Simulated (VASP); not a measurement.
Here is a VASP 6.6.1 calculation.

INCAR

```
PREC = Accurate
ENCUT = 520
EDIFF = 1E-7
ISMEAR = -1
SIGMA = 0.2482
LREAL = False
LASPH = True
NELM = 80
ALGO = Normal
ISIF = 2
LWAVE = False
LCHARG = True
GGA = PE
LELF = True
LVHAR = True
NBANDS = 41
ISYM = 0
```

The input KPOINTS:

```
Automatic mesh
0
Gamma
  1 1 1
  0.25 0.25 0.25
```

File POSCAR:

```
SiC6
1.0
    5.2607330000     -0.0401340000      0.1481530000
   -0.0401340000      5.1317960000      0.1176100000
    0.1481530000      0.1176100000      5.3357620000
Si C
2 12
Direct
    0.5689864186      0.1288175287      0.6999610788
    0.9337731775      0.6053391031      0.9017793092
    0.7236559069      0.8178401589      0.4886008831
    0.4883743775      0.8740326287      0.1055545381
    0.2605476671      0.2602304429      1.0114299287
    0.2678272889      1.0002038355      0.1055687286
    0.5626710896      0.6575167586      0.9650996510
    0.2175056060      0.9874716738      0.4040233332
    0.1115504644      0.7663003031      0.5107995607
    0.6275277490      0.9571148037      0.3034289403
    0.2585012292      1.2239496090      0.5283392614
    0.1963575982      0.4820160877      0.3788741178
    0.1050904961      0.4530366099      0.1469368184
    0.5044822159      0.4151567037      0.9330871329
```

Potentials or basis: VASP PAW PBE potentials, release 64 (Si, C).

Launch:

```sh
$ cat potpaw_PBE.64/Si/POTCAR potpaw_PBE.64/C/POTCAR > POTCAR
$ mpirun -np 1 vasp_std > vasp.out
```

Estimate the pressure.

2.4 GPa.

What does it give for the largest force?

6.876 eV/Å.

Stress tensor (GPa, compression positive):
```
 5.30 -1.78  3.07
-1.78 -2.91  1.68
 3.07  1.68  4.88
```

Caveat: the k points lie up to 1.23 Å⁻¹ apart.
